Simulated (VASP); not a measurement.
**Nb: single point with PBE**

The system is Nb.

```xyz
1
Lattice="-1.6140 1.6140 1.6889 1.6140 -1.6140 1.6889 1.6140 1.6140 -1.6889" Properties=species:S:1:pos:R:3 pbc="T T T"
Nb    0.0000    0.0000    0.0000
```

This cell differs from its parent crystal: strain -0.030 along x and y, +0.015 along z.

| Property | Result |
| --- | --- |
| Program | VASP 6.6.1 |
| Task | single point |
| Functional | PBE |
| Potentials or basis | VASP PAW PBE potentials, release 64 (Nb_sv) |
| Cutoff | 520 eV |
| k mesh | 20 × 20 × 20 |
| Occupations | gaussian, width 0.15 eV |
| Spin | no spin polarisation |

```json
{
 "Pressure": "5.2 GPa"
}
```

Stress tensor (GPa, compression positive):
```
7.10 0.00 0.00
0.00 7.10 0.00
0.00 0.00 1.26
```

Levels at points of the mesh, in eV from the Fermi level:
```csv
k point,band 4,band 5,band 6,band 7,band 8,band 9
"(0.00, 0.00, 0.00)",-29.60,-6.00,0.20,0.20,0.70,2.97
"(0.50, 0.00, 0.00)",-29.60,-3.81,-1.55,2.28,3.02,4.11
"(0.50, 0.50, 0.00)",-29.65,-3.87,-2.09,2.62,3.83,4.31
"(0.50, 0.50, 0.50)",-30.54,-3.93,-3.81,5.65,5.81,5.81
```

Wall time 90 s on 1 thread of Intel(R) Xeon(R) 6975P-C (Granite Rapids) (shared host), peak memory 0.24 GiB.

Caveat: the cell differs from its parent crystal (strain -0.030 along x and y, +0.015 along z).
